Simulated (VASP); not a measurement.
# TiO2 (P1) in VASP: a series of runs

Runs on TiO2. Level: LDA. Tasks: single point.

Everything below comes from runs of VASP 6.6.1. Logs are shortened: lines on timing, memory, paths and dates and some standing lists are left out, and cuts for length are marked.

## Step 1: The cell of the first run

The typed cell holds 9 atoms: a = 5.425 Å, b = 5.425 Å, c = 5.882 Å, α = 90.00°, β = 90.00°, γ = 120.00°.

## Step 2: Single point, LDA (atom 4 (O) moved +0.100 Å along Cartesian [1 1 0])

INCAR reads:

```
SYSTEM = TiO2
  PREC = Accurate
  ENCUT = 600
  EDIFF = 1E-6
  ISMEAR = 0
  SIGMA = 0.05
  LREAL = .False.
  LASPH = .True.
  NELM = 120
  ALGO = Normal
  ISIF = 2
  LWAVE = .False.
  LCHARG = .False.
  NBANDS = 46
  GGA_COMPAT = .False.
```

KPOINTS reads:

```
regular mesh
0
Gamma
  6 6 4
  0 0 0
```

POSCAR reads:

```
TiO2
1.0
    5.4253475240      0.0000000000      0.0000000000
   -2.7126737620      4.6984887801      0.0000000000
    0.0000000000      0.0000000000      5.8820684305
Ti O
3 6
Direct
    0.4567123787      0.0000000000      0.3333333333
    0.0000000000      0.4567123787      0.6666666667
    0.5432876213      0.5432876213      0.0000000000
    0.4353468791      0.3014897546      0.2258760546
    0.7135599095      0.1283485651      0.5592093880
    0.8716514349      0.5852113444      0.8925427213
    0.2864400905      0.4147886556      0.7741239454
    0.1283485651      0.7135599095      0.4407906120
    0.5852113444      0.8716514349      0.1074572787
```

Potentials or basis: VASP PAW LDA potentials, release 64 (Ti_sv, O).

Started as:

```sh
$ cat potpaw_LDA.64/Ti_sv/POTCAR potpaw_LDA.64/O/POTCAR > POTCAR
$ mpirun -np 1 vasp_std > vasp.out
```

OUTCAR:

```text
SYSTEM = TiO2
   PREC = Accurate
   ENCUT = 600
   EDIFF = 1E-6
   ISMEAR = 0
   LREAL = .False.
   LASPH = .True.
   NELM = 120
   ISIF = 2

 ion  position               nearest neighbor table
   1  0.457  0.000  0.333-   8 1.79   9 1.79   5 1.79   4 1.81
   2  0.000  0.457  0.667-   5 1.79   7 1.79   6 1.79   8 1.79
   3  0.543  0.543  0.000-   4 1.75   9 1.79   6 1.79   7 1.79
   4  0.435  0.301  0.226-   3 1.75   1 1.81
   5  0.714  0.128  0.559-   2 1.79   1 1.79
   6  0.872  0.585  0.893-   3 1.79   2 1.79
   7  0.286  0.415  0.774-   2 1.79   3 1.79
   8  0.128  0.714  0.441-   1 1.79   2 1.79
   9  0.585  0.872  0.107-   3 1.79   1 1.79

  LATTYP: Found a hexagonal cell.
 ALAT       =     5.4253475240
 C/A-ratio  =     1.0841827928

  Lattice vectors:

 A1 = (   5.4253475240,   0.0000000000,   0.0000000000)
 A2 = (  -2.7126737620,   4.6984887801,   0.0000000000)
 A3 = (   0.0000000000,   0.0000000000,   5.8820684305)

Analysis of symmetry for initial positions (statically):
=====================================================================
 Subroutine PRICEL returns:
 Original cell was already a primitive cell.

 Routine SETGRP: Setting up the symmetry group for a
 hexagonal supercell.

 Subroutine GETGRP returns: Found  1 space group operations
 (whereof  1 operations were pure point group operations)
 out of a pool of 24 trial point group operations.

The static configuration has the point symmetry C_1 .

Analysis of symmetry for dynamics (positions and initial velocities):
=====================================================================
 Subroutine PRICEL returns:
 Original cell was already a primitive cell.

 Routine SETGRP: Setting up the symmetry group for a
 hexagonal supercell.

 Subroutine GETGRP returns: Found  1 space group operations
 (whereof  1 operations were pure point group operations)
 out of a pool of 24 trial point group operations.

The dynamic configuration has the point symmetry C_1 .

 Subroutine INISYM returns: Found  1 space group operations
 (whereof  1 operations are pure point group operations),
 and found     1 'primitive' translations

----------------------------------------------------------------------------------------

                                     Primitive cell

  volume of cell :     149.9394

  direct lattice vectors                    reciprocal lattice vectors
     5.425347524  0.000000000  0.000000000     0.184319990  0.106417196  0.000000000
    -2.712673762  4.698488780  0.000000000     0.000000000  0.212834391  0.000000000
     0.000000000  0.000000000  5.882068431     0.000000000  0.000000000  0.170008223

  length of vectors
     5.425347524  5.425347524  5.882068431     0.212834391  0.212834391  0.170008223

  position of ions in fractional coordinates (direct lattice)
     0.456712379  0.000000000  0.333333333
     0.000000000  0.456712379  0.666666667
     0.543287621  0.543287621  0.000000000
     0.435346879  0.301489755  0.225876055
     0.713559909  0.128348565  0.559209388
     0.871651435  0.585211344  0.892542721
     0.286440091  0.414788656  0.774123945
     0.128348565  0.713559909  0.440790612
     0.585211344  0.871651435  0.107457279

  ion indices of the primitive-cell ions
   primitive index   ion index
                 1           1
                 2           2
                 3           3
                 4           4
                 5           5
                 6           6
                 7           7
                 8           8
                 9           9

----------------------------------------------------------------------------------------

 KPOINTS: regular mesh

Automatic generation of k-mesh.
 Grid dimensions read from file:
 generate k-points for:    6    6    4

 Generating k-lattice:

  Cartesian coordinates                     Fractional coordinates (reciprocal lattice)
     0.030719998  0.017736199  0.000000000     0.166666667 -0.000000000  0.000000000
     0.000000000  0.035472399  0.000000000     0.000000000  0.166666667  0.000000000
     0.000000000  0.000000000  0.042502056     0.000000000  0.000000000  0.250000000

  Length of vectors
     0.035472399  0.035472399  0.042502056

  Shift w.r.t. Gamma in fractional coordinates (k-lattice)
     0.000000000  0.000000000  0.000000000

 Subroutine IBZKPT returns following result:
 ===========================================

 Found     76 irreducible k-points:

 Following reciprocal coordinates:
            Coordinates               Weight
  0.000000  0.000000  0.000000      1.000000
  0.166667  0.000000  0.000000      2.000000
  0.000000  0.166667  0.000000      2.000000
 -0.166667  0.166667  0.000000      2.000000
  0.333333  0.000000  0.000000      2.000000
  0.000000  0.333333  0.000000      2.000000
[... 16 lines left out ...]
  0.000000  0.166667  0.250000      2.000000
 -0.166667  0.166667  0.250000      2.000000
 [... further k-points ...]
   k-points           NKPTS =     76   k-points in BZ     NKDIM =     76   number of bands    NBANDS=     46
   number of dos      NEDOS =    301   number of ions     NIONS =      9
   total plane-waves  NPLWV = 110592
   dimension x,y,z NGX =    48 NGY =   48 NGZ =   48
   dimension x,y,z NGXF=    96 NGYF=   96 NGZF=   96
   ions per type =               3   6
   NGX,Y,Z   is equivalent  to a cutoff of  14.71, 14.71, 13.57 a.u.
   NGXF,Y,Z  is equivalent  to a cutoff of  29.42, 29.42, 27.13 a.u.
 SYSTEM =  TiO2
   PREC   = accura    normal or accurate (medium, high low for compatibility)
   ISTART =      0    job   : 0-new  1-cont  2-samecut
   ICHARG =      2    charge: 1-file 2-atom 10-const
   ISPIN  =      1    spin polarized calculation?
   LNONCOLLINEAR =      F non collinear calculations
   LSORBIT =      F    spin-orbit coupling
   LASPH  =      T    aspherical Exc in radial PAW
   ENCUT  =  600.0 eV  44.10 Ry    6.64 a.u.  10.84 10.84 11.75*2*pi/ulx,y,z
   NELM   =    120;   NELMIN=  2; NELMDL= -5     # of ELM steps
   EDIFF  = 0.1E-05   stopping-criterion for ELM
   LREAL  =      F    real-space projection
   EDIFFG = 0.1E-04   stopping-criterion for IOM
   NSW    =      0    number of steps for IOM
   IBRION =     -1    ionic relax: 0-MD 1-quasi-New 2-CG
   NFREE  =      0    steps in history (QN), initial steepest desc. (CG)
   ISIF   =      2    stress and relaxation
   ISYM   =      2    0-nonsym 1-usesym 2-fastsym
   POTIM  = 0.5000    time-step for ionic-motion
   TEBEG  =    0.0;   TEEND  =   0.0 temperature during run
   PSTRESS=    0.0 pullay stress
   NELECT =      72.0000    total number of electrons
   NUPDOWN=      -1.0000    fix difference up-down
   EMIN   =  10.00;   EMAX   =-10.00  energy-range for DOS
   EFERMI =   0.00;   METHOD = LEGACY
   ISMEAR =     0;   SIGMA  =   0.05  broadening in eV -4-tet -1-fermi 0-gaus
   EFERMI_NEDOS =   21; number of points for ismear=-14 and -15
   IALGO  =     38    algorithm
   IMIX   =      4    mixing-type and parameters
     AMIX     =   0.40;   BMIX     =  1.00
     AMIX_MAG =   1.60;   BMIX_MAG =  1.00
  volume/ion in A,a.u.               =      16.66       112.43
  Fermi-wavevector in a.u.,A,eV,Ry     =   1.281977  2.422586 22.360715  1.643466
  Thomas-Fermi vector in A             =   2.414316
   LORBIT       =      0    0 simple, 1 ext, 2 COOP (PROOUT), +10 PAW based schemes
   GGA     = CA    functional components
   LHFCALC =     F    Hartree Fock is set to
   AEXX    =    0.0000 exact exchange contribution
   IVDW    =     0    specifies the selected vdW correction
   LEPSILON=     F    determine dielectric tensor
   LRPA    =     F    only Hartree local field effects (RPA)
 non-spin polarized calculation
 Gauss-broadening in eV      SIGMA  =   0.05
  energy-cutoff  :      600.00
  volume of cell :      149.94
 maximum number of plane-waves:      5039
 NGX is ok and might be reduce to    48
   NGX = 21   NGY = 21   NGZ = 23

 number of electron      72.0000013 magnetization

 Free energy of the ion-electron system (eV)
  ---------------------------------------------------
  ext. energy  EPLUGINS =         0.00000000
  ---------------------------------------------------
  free energy    TOTEN  =       -86.28765445 eV

  energy without entropy =      -86.28765445  energy(sigma->0) =      -86.28765445

 E-fermi :  -0.5405     XC(G=0):  -9.0913

 val. band max:       -0.8147248871   @ k =   0.5000   0.5000   0.0000
 cond. band min:       2.8161808168   @ k =   0.0000   0.0000   0.5000
 fundamental gap:      3.6309057039
 Fermi energy:        -0.5404921938

 k-point     1 :       0.0000    0.0000    0.0000
  band No.  band energies     occupation
      1     -55.2734      2.00000
      2     -55.1901      2.00000
      3     -55.0959      2.00000
      4     -32.1398      2.00000
      5     -32.1011      2.00000
      6     -32.0894      2.00000
[... 38 lines left out ...]
     45       4.7672      0.00000
     46       5.5305      0.00000

 k-point     2 :       0.1667    0.0000    0.0000
  band No.  band energies     occupation
      1     -55.2733      2.00000
      2     -55.1901      2.00000
      3     -55.0960      2.00000
      4     -32.1389      2.00000
      5     -32.1047      2.00000
      6     -32.0905      2.00000
[... 38 lines left out ...]
     45       5.1022      0.00000
     46       5.4469      0.00000

 k-point     3 :       0.0000    0.1667    0.0000
  band No.  band energies     occupation
      1     -55.2732      2.00000
      2     -55.1902      2.00000
      3     -55.0960      2.00000
      4     -32.1383      2.00000
      5     -32.1108      2.00000
      6     -32.0820      2.00000
[... 1018 lines left out ...]
     45       5.3454      0.00000
     46       5.5083      0.00000

 k-point    24 :      -0.1667    0.1667    0.2500
  band No.  band energies     occupation
      1     -55.2733      2.00000
      2     -55.1900      2.00000
      3     -55.0961      2.00000
      4     -32.1375      2.00000
      5     -32.1101      2.00000
      6     -32.0891      2.00000
[... 38 lines left out ...]
     45       5.3324      0.00000
     46       5.5015      0.00000

 [... further k-points ...]
[... 5 lines left out ...]
  --------------------------------------------------------------------------------------
  -------------------------------------------------------------------------------------
  Total        0.9472986      1.7048943      1.7153012      0.1519280     -0.8300407      0.0415950
  in kB       10.1223572     18.2176440     18.3288468      1.6234267     -8.8693984      0.4444632
  external PRESSURE =      15.5562827 kB  Pullay stress =       0.0000000 kB

 VOLUME and BASIS-vectors are now :
 -----------------------------------------------------------------------------
  energy-cutoff  :      600.00
  volume of cell :      149.94
      direct lattice vectors                 reciprocal lattice vectors
     5.425347524  0.000000000  0.000000000     0.184319990  0.106417196  0.000000000
    -2.712673762  4.698488780  0.000000000     0.000000000  0.212834391  0.000000000
     0.000000000  0.000000000  5.882068431     0.000000000  0.000000000  0.170008223

 POSITION                                       TOTAL-FORCE (eV/Angst)
 -----------------------------------------------------------------------------------
      2.47782      0.00000      1.96069         0.136886      0.145385     -0.052986
     -1.23891      2.14586      3.92138         0.004463      0.014076      0.152949
      1.47376      2.55263      0.00000         0.136736      0.671919     -0.664158
      1.54406      1.41655      1.32862        -0.148252     -0.925410      0.856518
      3.52314      0.60304      3.28931        -0.027126     -0.201895     -0.034189
      3.14152      2.74961      5.25000         0.195572      0.082671     -0.081062
      0.42885      1.94888      4.55345        -0.098847     -0.170825     -0.150342
     -1.23932      3.35265      2.59276        -0.071614      0.110705     -0.136711
      0.81047      4.09544      0.63207        -0.127818      0.273374      0.109982
 -----------------------------------------------------------------------------------
    total drift:                               -0.000462     -0.000676     -0.000290

  FREE ENERGIE OF THE ION-ELECTRON SYSTEM (eV)
  ---------------------------------------------------
  free  energy   TOTEN  =       -86.2876544458 eV

  energy  without entropy=      -86.2876544458  energy(sigma->0) =      -86.28765445
```

It took 13 min on 1 thread of Oxide Virtual Turin-like, shared host; peak memory 0.55 GiB.

Results:

```yaml
Free_energy: -86.2877 eV
Pressure: 1.6 GPa
Largest_force: 1.270 eV/Å
Band_gap_on_the_k_mesh: 3.63 eV (least direct gap 3.64 eV)
```

Forces in eV/Å, atoms in the order of the input:
```
Ti   0.137  0.145 -0.053
Ti   0.004  0.014  0.153
Ti   0.137  0.672 -0.664
O   -0.148 -0.925  0.857
O   -0.027 -0.202 -0.034
O    0.196  0.083 -0.081
O   -0.099 -0.171 -0.150
O   -0.072  0.111 -0.137
O   -0.128  0.273  0.110
```

Caveat: the cell differs from its parent crystal (atom 4 (O) moved +0.100 Å along Cartesian [1 1 0]); forces of over 1 eV/Å act on the atoms, so gaps and moduli don't describe the material at rest. A k mesh can miss the band edges.

## Step 3: Single point, LDA (atom 4 (O) moved +0.040 Å along Cartesian [1 1 0])

INCAR reads:

```
ALGO = Normal ; EDIFF = 1E-6
ENCUT = 600 ; GGA_COMPAT = F
ISIF = 2 ; ISMEAR = 0
LASPH = T ; LCHARG = F
LREAL = F ; LWAVE = F
NBANDS = 46 ; NELM = 120
PREC = Accurate ; SIGMA = 0.05
```

KPOINTS reads:

```
k-points
0
Gamma
  6 6 4
```

Changes to POSCAR since step 2:

```diff
@@ -11,3 +11,3 @@
     0.5432876213      0.5432876213      0.0000000000
-    0.4353468791      0.3014897546      0.2258760546
+    0.4230119450      0.2924599562      0.2258760546
     0.7135599095      0.1283485651      0.5592093880
```

Potentials or basis: VASP PAW LDA potentials, release 64 (Ti_sv, O).

Started as:

```sh
$ cat potpaw_LDA.64/Ti_sv/POTCAR potpaw_LDA.64/O/POTCAR > POTCAR
$ mpirun -np 1 vasp_std > vasp.out
```

OUTCAR:

```text
EDIFF = 1E-6
   ENCUT = 600
   ISIF = 2
   ISMEAR = 0
   LASPH = T
   LREAL = F
   NELM = 120
   PREC = Accurate

 ion  position               nearest neighbor table
   1  0.457  0.000  0.333-   8 1.79   9 1.79   5 1.79   4 1.80
   2  0.000  0.457  0.667-   5 1.79   7 1.79   6 1.79   8 1.79
   3  0.543  0.543  0.000-   4 1.78   9 1.79   6 1.79   7 1.79
   4  0.423  0.292  0.226-   3 1.78   1 1.80
   5  0.714  0.128  0.559-   2 1.79   1 1.79
   6  0.872  0.585  0.893-   3 1.79   2 1.79
   7  0.286  0.415  0.774-   2 1.79   3 1.79
   8  0.128  0.714  0.441-   1 1.79   2 1.79
   9  0.585  0.872  0.107-   3 1.79   1 1.79

  LATTYP: Found a hexagonal cell.
 ALAT       =     5.4253475240
 C/A-ratio  =     1.0841827928

  Lattice vectors:

 A1 = (   5.4253475240,   0.0000000000,   0.0000000000)
 A2 = (  -2.7126737620,   4.6984887801,   0.0000000000)
 A3 = (   0.0000000000,   0.0000000000,   5.8820684305)

Analysis of symmetry for initial positions (statically):
=====================================================================
 Subroutine PRICEL returns:
[... 188 lines left out ...]
 val. band max:       -0.8186540457   @ k =   0.5000   0.5000   0.0000
 cond. band min:       2.8196521787   @ k =   0.0000   0.0000   0.5000
 fundamental gap:      3.6383062244
 Fermi energy:        -0.5307264091

 k-point     1 :       0.0000    0.0000    0.0000
  band No.  band energies     occupation
      1     -55.2334      2.00000
      2     -55.1986      2.00000
      3     -55.1605      2.00000
      4     -32.1224      2.00000
      5     -32.0809      2.00000
      6     -32.0755      2.00000
[... 1165 lines left out ...]
     45       5.2848      0.00000
     46       5.5131      0.00000

 [... further k-points ...]
[... 5 lines left out ...]
  --------------------------------------------------------------------------------------
  -------------------------------------------------------------------------------------
  Total        0.8866844      1.1958628      1.1573424      0.0666991     -0.3261927      0.0048164
  in kB        9.4746643     12.7783889     12.3667795      0.7127131     -3.4855308      0.0514654
  external PRESSURE =      11.5399442 kB  Pullay stress =       0.0000000 kB

 VOLUME and BASIS-vectors are now :
 -----------------------------------------------------------------------------
  energy-cutoff  :      600.00
  volume of cell :      149.94
      direct lattice vectors                 reciprocal lattice vectors
     5.425347524  0.000000000  0.000000000     0.184319990  0.106417196  0.000000000
    -2.712673762  4.698488780  0.000000000     0.000000000  0.212834391  0.000000000
     0.000000000  0.000000000  5.882068431     0.000000000  0.000000000  0.170008223

 POSITION                                       TOTAL-FORCE (eV/Angst)
 -----------------------------------------------------------------------------------
      2.47782      0.00000      1.96069         0.051030      0.051597     -0.017942
     -1.23891      2.14586      3.92138         0.005983     -0.002144      0.060502
      1.47376      2.55263      0.00000         0.066664      0.268961     -0.250218
      1.50164      1.37412      1.32862        -0.119452     -0.348124      0.354327
      3.52314      0.60304      3.28931         0.006803     -0.124220      0.018760
      3.14152      2.74961      5.25000         0.107182      0.069368      0.001352
      0.42885      1.94888      4.55345        -0.008660     -0.103828     -0.091248
     -1.23932      3.35265      2.59276        -0.076801      0.036587     -0.086562
      0.81047      4.09544      0.63207        -0.032750      0.151803      0.011028
 -----------------------------------------------------------------------------------
    total drift:                               -0.000159      0.000158     -0.000068

  FREE ENERGIE OF THE ION-ELECTRON SYSTEM (eV)
  ---------------------------------------------------
  free  energy   TOTEN  =       -86.3203370662 eV

  energy  without entropy=      -86.3203370662  energy(sigma->0) =      -86.32033707
```

stdout:

```text
POSCAR found type information on POSCAR TiO
 POSCAR found :  2 types and       9 ions
 scaLAPACK will be used
 LDA part: xc-table for (Slater(with rela. corr.)+CA(PZ))
 , standard interpolation
 POSCAR, INCAR and KPOINTS ok, starting setup
 FFT: planning ... GRIDC
 FFT: planning ... GRID_SOFT
 FFT: planning ... GRID
 WAVECAR not read
 entering main loop
```

Run time: 9.7 min. Hardware: 1 thread of Oxide Virtual Turin-like, shared host; peak memory 0.55 GiB.

What came out:

* Free energy: -86.3203 eV
* Pressure: 1.2 GPa
* Largest force: 0.511 eV/Å
* Band gap on the k mesh: 3.64 eV (least direct gap 3.65 eV)

Forces on the atoms (eV/Å):
```
Ti   0.051  0.052 -0.018
Ti   0.006 -0.002  0.061
Ti   0.067  0.269 -0.250
O   -0.119 -0.348  0.354
O    0.007 -0.124  0.019
O    0.107  0.069  0.001
O   -0.009 -0.104 -0.091
O   -0.077  0.037 -0.087
O   -0.033  0.152  0.011
```

Stress tensor (GPa, compression positive):
```
 0.95  0.07  0.01
 0.07  1.28 -0.35
 0.01 -0.35  1.24
```

Levels at points of the mesh, in eV from the valence-band top:
```tsv
k point	band 33	band 34	band 35	band 36	band 37	band 38	band 39	band 40
(0.00, 0.00, 0.00)	-0.85	-0.45	-0.32	-0.31	3.79	4.33	4.34	4.61
(0.50, 0.00, 0.00)	-0.77	-0.74	-0.22	-0.01	3.94	3.96	4.25	4.92
(0.00, 0.50, 0.00)	-0.77	-0.73	-0.22	0.00	3.96	3.99	4.24	4.91
(0.50, 0.50, 0.00)	-0.78	-0.75	-0.23	0.00	3.95	3.96	4.26	4.97
(0.00, 0.00, 0.50)	-0.72	-0.07	-0.06	-0.01	3.64	4.07	4.11	4.53
(0.50, 0.00, 0.50)	-0.74	-0.41	-0.28	-0.26	4.27	4.45	4.53	4.92
(0.00, 0.50, 0.50)	-0.74	-0.41	-0.28	-0.24	4.28	4.48	4.53	4.91
(0.50, 0.50, 0.50)	-0.73	-0.40	-0.28	-0.26	4.26	4.43	4.56	4.96
```

Caveat: the cell differs from its parent crystal (atom 4 (O) moved +0.040 Å along Cartesian [1 1 0]).
